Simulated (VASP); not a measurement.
CoO:

```
CELL_PARAMETERS angstrom
1.48512 0.85744 2.40695
-1.48512 0.85744 2.40695
0.00000 -1.71487 2.40695
ATOMIC_POSITIONS crystal
Co 0.00000 0.00000 0.00000
O 0.50000 0.50000 0.50000
```

Base run:

| Property | Result |
| --- | --- |
| Program | VASP 6.6.1 |
| Functional | r2SCAN |
| Potentials or basis | VASP PAW PBE potentials, release 64 (Co, O) |
| Cutoff | 520 eV |
| k mesh | 11 × 11 × 11 |
| Occupations | fermi-dirac, width 0.05 eV |
| Spin | collinear spin, ferromagnetic start |
| Starting moments | [2.0, 0.0] μB |

Its results: pressure 3.3 GPa; net moment 3.00 μB per cell; site moments Co +2.69; O +0.29 μB.

The run is repeated on the same cell with these changes: functional from r2SCAN to PBE. What comes out?

Pressure 6.7 GPa; net moment 2.77 μB per cell; site moments Co +2.46; O +0.27 μB.

Caveats: a cell with one magnetic atom can't hold antiferromagnetic order, which such compounds often take; the PAW data sets were made with another functional, which shifts forces and pressure a little (some runs).
